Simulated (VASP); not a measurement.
# Al2O3 (P-6m2) in VASP: a series of runs, part 2 of 2

VASP 6.6.1. The steps go on from the part before.

## 4. Single point, PBE+D3(BJ)

Contents of INCAR:

```
ALGO = Normal
EDIFF = 1E-7
ENCUT = 520
GGA = PE
ISIF = 2
ISMEAR = 0
IVDW = 12
LASPH = True
LCHARG = False
LREAL = False
LWAVE = False
NBANDS = 20
NELM = 60
PREC = Accurate
SIGMA = 0.05
```

Contents of KPOINTS:

```
k-points
0
Gamma
  9 9 4
```

Contents of POSCAR:

```
Al2O3
1.0
    2.7886129015      0.0000000000      0.0000000000
   -1.3943064508      2.4150096140      0.0000000000
    0.0000000000      0.0000000000      7.0962667811
Al O
2 3
Direct
    0.0000000000      0.0000000000      0.1907358529
    0.0000000000      0.0000000000      0.8092641471
    0.3333333333      0.6666666667      0.2772396691
    0.6666666667      0.3333333333      0.0000000000
    0.3333333333      0.6666666667      0.7227603309
```

Potentials or basis: VASP PAW PBE potentials, release 64 (Al, O).

Launch:

```bash
> cat potpaw_PBE.64/Al/POTCAR potpaw_PBE.64/O/POTCAR > POTCAR
> mpirun -np 1 vasp_std > vasp.out
```

OUTCAR:

```text
EDIFF = 1E-7
   ENCUT = 520
   GGA = PE
   ISIF = 2
   ISMEAR = 0
   IVDW = 12
   LASPH = True
   LREAL = False
   NELM = 60
   PREC = Accurate
 IVDW          = 12

 ion  position               nearest neighbor table
   1  0.000  0.000  0.191-   3 1.72   3 1.72   3 1.72   4 2.10   4 2.10   4 2.10   2 2.71
   2  0.000  0.000  0.809-   5 1.72   5 1.72   5 1.72   4 2.10   4 2.10   4 2.10   1 2.71
   3  0.333  0.667  0.277-   1 1.72   1 1.72   1 1.72
   4  0.667  0.333  0.000-   1 2.10   2 2.10   1 2.10   2 2.10   1 2.10   2 2.10
   5  0.333  0.667  0.723-   2 1.72   2 1.72   2 1.72

  LATTYP: Found a hexagonal cell.
 ALAT       =     2.7886129015
 C/A-ratio  =     2.5447299542

  Lattice vectors:

 A1 = (   2.7886129015,   0.0000000000,   0.0000000000)
 A2 = (  -1.3943064508,   2.4150096140,   0.0000000000)
 A3 = (   0.0000000000,   0.0000000000,   7.0962667811)

Analysis of symmetry for initial positions (statically):
=====================================================================
 Subroutine PRICEL returns:
 Original cell was already a primitive cell.

 Routine SETGRP: Setting up the symmetry group for a
 hexagonal supercell.

 Subroutine GETGRP returns: Found 12 space group operations
 (whereof 12 operations were pure point group operations)
 out of a pool of 24 trial point group operations.

The static configuration has the point symmetry D_3h.

Analysis of symmetry for dynamics (positions and initial velocities):
=====================================================================
 Subroutine PRICEL returns:
 Original cell was already a primitive cell.

 Routine SETGRP: Setting up the symmetry group for a
 hexagonal supercell.

 Subroutine GETGRP returns: Found 12 space group operations
 (whereof 12 operations were pure point group operations)
 out of a pool of 24 trial point group operations.

The dynamic configuration has the point symmetry D_3h.

 Subroutine INISYM returns: Found 12 space group operations
 (whereof 12 operations are pure point group operations),
 and found     1 'primitive' translations

----------------------------------------------------------------------------------------

                                     Primitive cell

  volume of cell :      47.7900

  direct lattice vectors                    reciprocal lattice vectors
     2.788612902  0.000000000  0.000000000     0.358601224  0.207038513  0.000000000
    -1.394306451  2.415009614  0.000000000     0.000000000  0.414077027  0.000000000
     0.000000000  0.000000000  7.096266781     0.000000000  0.000000000  0.140919166

  length of vectors
     2.788612902  2.788612902  7.096266781     0.414077027  0.414077027  0.140919166

  position of ions in fractional coordinates (direct lattice)
     0.000000000  0.000000000  0.190735853
     0.000000000  0.000000000  0.809264147
     0.333333333  0.666666667  0.277239669
     0.666666667  0.333333333  0.000000000
     0.333333333  0.666666667  0.722760331

  ion indices of the primitive-cell ions
   primitive index   ion index
                 1           1
                 2           2
                 3           3
[... 26 lines left out ...]

 Found     36 irreducible k-points:

 Following reciprocal coordinates:
            Coordinates               Weight
  0.000000  0.000000  0.000000      1.000000
  0.111111  0.000000  0.000000      6.000000
  0.222222  0.000000  0.000000      6.000000
  0.333333 -0.000000  0.000000      6.000000
  0.444444  0.000000  0.000000      6.000000
  0.111111  0.111111  0.000000      6.000000
[... 16 lines left out ...]
  0.333333  0.222222  0.250000     24.000000
  0.333333  0.333333  0.250000      4.000000
 [... further k-points ...]
   k-points           NKPTS =     36   k-points in BZ     NKDIM =     36   number of bands    NBANDS=     20
   number of dos      NEDOS =    301   number of ions     NIONS =      5
   total plane-waves  NPLWV =  31104
   dimension x,y,z NGX =    24 NGY =   24 NGZ =   54
   dimension x,y,z NGXF=    48 NGYF=   48 NGZF=  108
   ions per type =               2   3
   NGX,Y,Z   is equivalent  to a cutoff of  14.31, 14.31, 12.65 a.u.
   NGXF,Y,Z  is equivalent  to a cutoff of  28.62, 28.62, 25.30 a.u.
 SYSTEM =  unknown system
   PREC   = accura    normal or accurate (medium, high low for compatibility)
   ISTART =      0    job   : 0-new  1-cont  2-samecut
   ICHARG =      2    charge: 1-file 2-atom 10-const
   ISPIN  =      1    spin polarized calculation?
   LNONCOLLINEAR =      F non collinear calculations
   LSORBIT =      F    spin-orbit coupling
   LASPH  =      T    aspherical Exc in radial PAW
   ENCUT  =  520.0 eV  38.22 Ry    6.18 a.u.   5.18  5.18 13.19*2*pi/ulx,y,z
   NELM   =     60;   NELMIN=  2; NELMDL= -5     # of ELM steps
   EDIFF  = 0.1E-06   stopping-criterion for ELM
   LREAL  =      F    real-space projection
   EDIFFG = 0.1E-05   stopping-criterion for IOM
   NSW    =      0    number of steps for IOM
   IBRION =     -1    ionic relax: 0-MD 1-quasi-New 2-CG
   NFREE  =      0    steps in history (QN), initial steepest desc. (CG)
   ISIF   =      2    stress and relaxation
   ISYM   =      2    0-nonsym 1-usesym 2-fastsym
   POTIM  = 0.5000    time-step for ionic-motion
   TEBEG  =    0.0;   TEEND  =   0.0 temperature during run
   PSTRESS=    0.0 pullay stress
   NELECT =      24.0000    total number of electrons
   NUPDOWN=      -1.0000    fix difference up-down
   EMIN   =  10.00;   EMAX   =-10.00  energy-range for DOS
   EFERMI =   0.00;   METHOD = LEGACY
   ISMEAR =     0;   SIGMA  =   0.05  broadening in eV -4-tet -1-fermi 0-gaus
   EFERMI_NEDOS =   21; number of points for ismear=-14 and -15
   IALGO  =     38    algorithm
   IMIX   =      4    mixing-type and parameters
     AMIX     =   0.40;   BMIX     =  1.00
     AMIX_MAG =   1.60;   BMIX_MAG =  1.00
  volume/ion in A,a.u.               =       9.56        64.50
  Fermi-wavevector in a.u.,A,eV,Ry     =   1.301266  2.459037 23.038669  1.693294
  Thomas-Fermi vector in A             =   2.432411
   LORBIT       =      0    0 simple, 1 ext, 2 COOP (PROOUT), +10 PAW based schemes
   GGA     = PE    functional components
   LHFCALC =     F    Hartree Fock is set to
   AEXX    =    0.0000 exact exchange contribution
   IVDW    =    12    specifies the selected vdW correction
   LEPSILON=     F    determine dielectric tensor
   LRPA    =     F    only Hartree local field effects (RPA)
 non-spin polarized calculation
 Gauss-broadening in eV      SIGMA  =   0.05
  energy-cutoff  :      520.00
  volume of cell :       47.79
 maximum number of plane-waves:      1303
 NGX is ok and might be reduce to    24
   NGX = 11   NGY = 11   NGZ = 27

 number of electron      24.0000008 magnetization

 Free energy of the ion-electron system (eV)
  ---------------------------------------------------
  ext. energy  EPLUGINS =         0.00000000
  ---------------------------------------------------
  free energy    TOTEN  =       -35.87254547 eV

  energy without entropy =      -35.87254547  energy(sigma->0) =      -35.87254547

 E-fermi :   4.8888     XC(G=0): -10.6630

 val. band max:        4.6101977635   @ k =   0.1111   0.1111   0.0000
 cond. band min:      10.1266452894   @ k =   0.0000   0.0000   0.0000
 fundamental gap:      5.5164475259
 Fermi energy:         4.8888041141

 k-point     1 :       0.0000    0.0000    0.0000
  band No.  band energies     occupation
      1     -15.1202      2.00000
      2     -13.9050      2.00000
      3     -12.4100      2.00000
      4      -0.7945      2.00000
      5       1.6778      2.00000
      6       2.5916      2.00000
[... 541 lines left out ...]
     19      18.8102      0.00000
     20      18.9342      0.00000

 [... further k-points ...]

------------------------ aborting loop because EDIFF is reached ----------------------------------------

 Edisp (eV)   -1.05909

 E8    (eV) :    -0.4006

  FORCE on cell =-STRESS in cart. coord.  units (eV):
  Direction    XX          YY          ZZ          XY          YZ          ZX
  --------------------------------------------------------------------------------------
  -------------------------------------------------------------------------------------
  Total       8.02797     8.02797     4.91787    -0.00000    -0.00000     0.00000
  in kB     269.14068   269.14068   164.87335    -0.00000    -0.00000     0.00000
  external pressure =      234.38 kB  Pullay stress =        0.00 kB

 VOLUME and BASIS-vectors are now :
 -----------------------------------------------------------------------------
  energy-cutoff  :      520.00
  volume of cell :       47.79
      direct lattice vectors                 reciprocal lattice vectors
     2.788612902  0.000000000  0.000000000     0.358601224  0.207038513  0.000000000
    -1.394306451  2.415009614  0.000000000     0.000000000  0.414077027  0.000000000
     0.000000000  0.000000000  7.096266781     0.000000000  0.000000000  0.140919166

 POSITION                                       TOTAL-FORCE (eV/Angst)
 -----------------------------------------------------------------------------------
      0.00000      0.00000      1.35351         0.000000     -0.000000     -1.158255
      0.00000      0.00000      5.74275         0.000000      0.000000      1.158255
     -0.00000      1.61001      1.96737         0.000000      0.000000      2.078043
      1.39431      0.80500      0.00000        -0.000000      0.000000      0.000000
     -0.00000      1.61001      5.12890         0.000000      0.000000     -2.078043
 -----------------------------------------------------------------------------------
    total drift:                                0.000000     -0.000000     -0.000000

  FREE ENERGIE OF THE ION-ELECTRON SYSTEM (eV)
  ---------------------------------------------------
  free  energy   TOTEN  =       -36.9316348042 eV

  energy  without entropy=      -36.9316348042  energy(sigma->0) =      -36.93163480
```

stdout:

```text
POSCAR found type information on POSCAR AlO
 POSCAR found :  2 types and       5 ions
 scaLAPACK will be used
 LDA part: xc-table for (Slater+PW92), standard interpolation
 POSCAR, INCAR and KPOINTS ok, starting setup
 FFT: planning ... GRIDC
 FFT: planning ... GRID_SOFT
 FFT: planning ... GRID
 WAVECAR not read
 entering main loop
```

Run time: 31 s. Hardware: 1 thread of Intel Xeon Platinum 8175M at 2.50GHz (Skylake/Cascade Lake), shared host; peak memory 0.2 GiB.

Results:

- Free energy: -36.9316 eV
- Pressure: 23.4 GPa
- Largest force: 2.078 eV/Å
- Band gap on the k mesh: 5.52 eV, indirect (least direct gap 5.70 eV)
- Dispersion energy per atom: -0.212 eV

Forces on the atoms (eV/Å):
```
Al   0.000  0.000 -1.158
Al   0.000  0.000  1.158
O    0.000  0.000  2.078
O    0.000  0.000  0.000
O    0.000  0.000 -2.078
```

Levels at points of the mesh, in eV from the valence-band top:
| k point | band 10 | band 11 | band 12 | band 13 | band 14 | band 15 |
| --- | --- | --- | --- | --- | --- | --- |
| (0.00, 0.00, 0.00) | -0.74 | -0.74 | -0.19 | 5.52 | 8.08 | 9.41 |
| (0.00, 0.00, 0.50) | -0.91 | -0.73 | -0.73 | 6.10 | 7.76 | 8.89 |

Caveat: forces of over 1 eV/Å act on the atoms, so gaps and moduli don't describe the material at rest. A k mesh can miss the band edges.

## 5. Single point, PBE+D3(BJ)

Contents of INCAR:

```
PREC = Accurate
ENCUT = 520
EDIFF = 1E-6
ISMEAR = 0
SIGMA = 0.05
LREAL = F
LASPH = T
NELM = 100
ALGO = Normal
ISIF = 2
LWAVE = F
LCHARG = F
GGA = PE
IVDW = 12
NBANDS = 20
```

Contents of KPOINTS:

```
Automatic mesh
0
Gamma
  9 9 4
```

POSCAR: that of step 4 with these lines changed.

```diff
@@ -10,4 +10,4 @@
     0.0000000000      0.0000000000      0.8092641471
-    0.3333333333      0.6666666667      0.2772396691
+    0.3333333333      0.6666666667      0.2635340166
     0.6666666667      0.3333333333      0.0000000000
-    0.3333333333      0.6666666667      0.7227603309
+    0.3333333333      0.6666666667      0.7364659834
```

Launch:

```bash
> cat potpaw_PBE.64/Al/POTCAR potpaw_PBE.64/O/POTCAR > POTCAR
> mpirun -np 1 vasp_std > vasp.out
```

Wall time 30 s (1 thread of Intel Xeon Platinum 8175M at 2.50GHz (Skylake/Cascade Lake), shared host); peak memory 0.2 GiB.

It converged, with:

| Quantity | Value |
| --- | --- |
| Free energy | -36.3358 eV |
| Pressure | 34.0 GPa |
| Largest force | 4.036 eV/Å |
| Band gap on the k mesh | 5.58 eV, indirect (least direct gap 5.84 eV) |
| Dispersion energy per atom | -0.212 eV |

Forces in eV/Å, atoms in the order of the input:
```
Al   0.000  0.000 -2.822
Al   0.000  0.000  2.822
O    0.000  0.000  4.036
O    0.000  0.000  0.000
O    0.000  0.000 -4.036
```

Stress tensor (GPa, compression positive):
```
39.19  0.00  0.00
 0.00 39.19  0.00
 0.00  0.00 23.66
```

Levels at points of the mesh, in eV from the valence-band top:
```tsv
k point	band 10	band 11	band 12	band 13	band 14	band 15
(0.00, 0.00, 0.00)	-0.40	-0.40	-0.26	5.58	8.02	9.22
(0.00, 0.00, 0.50)	-0.85	-0.40	-0.40	6.57	7.07	8.81
```

Caveat: forces of over 1 eV/Å act on the atoms, so gaps and moduli don't describe the material at rest. A k mesh can miss the band edges.
